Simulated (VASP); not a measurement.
MgO, 8 atoms in the cell. Symmetry: P6_3mc, No. 186, hexagonal system. Conventional cell: a = 3.366 Å, b = 3.366 Å, c = 10.787 Å, α = 90.00°, β = 90.00°, γ = 120.00°. Within 2.7 Å of Mg (site symmetry 3m) lie 4 O at 2.04 to 2.05 Å. Mg (site symmetry 3m) has 4 O at 2.05 to 2.06 Å within 2.7 Å. Within 2.7 Å of O (site symmetry 3m) lie 4 Mg at 2.04 to 2.05 Å. Within 2.7 Å of O (site symmetry 3m) lie 4 Mg at 2.05 to 2.06 Å.  This cell differs from its parent crystal: volume 13.229 Å^3 an atom, c/a of the conventional cell 3.2049.

| Property | Result |
| --- | --- |
| Program | VASP 6.6.1 |
| Task | single point |
| Functional | PBE |
| Potentials or basis | VASP PAW PBE potentials, release 64 (Mg, O) |
| Cutoff | 520 eV |
| k mesh | 9 × 9 × 4 |
| Occupations | gaussian, width 0.05 eV |
| Spin | no spin polarisation |
| Dipole correction | no |
| Further INCAR settings | ALGO = Normal; EDIFF = 1e-07; NBANDS = 26 |

Potentials or basis: VASP PAW PBE potentials, release 64 (Mg, O).

Command:

```bash
$ cat potpaw_PBE.64/Mg/POTCAR potpaw_PBE.64/O/POTCAR > POTCAR
$ mpirun -np 1 vasp_std > vasp.out
```

Hardware: 1 thread of AMD EPYC 7R43 64-Core Processor (Zen 3), with other jobs on the host.

Question: Estimate the wall time of this run.

Answer: Wall time 2 min on 1 thread of AMD EPYC 7R43 64-Core Processor (Zen 3) (shared host), peak memory 0.23 GiB. Counts: scf iterations 14, k points 36.
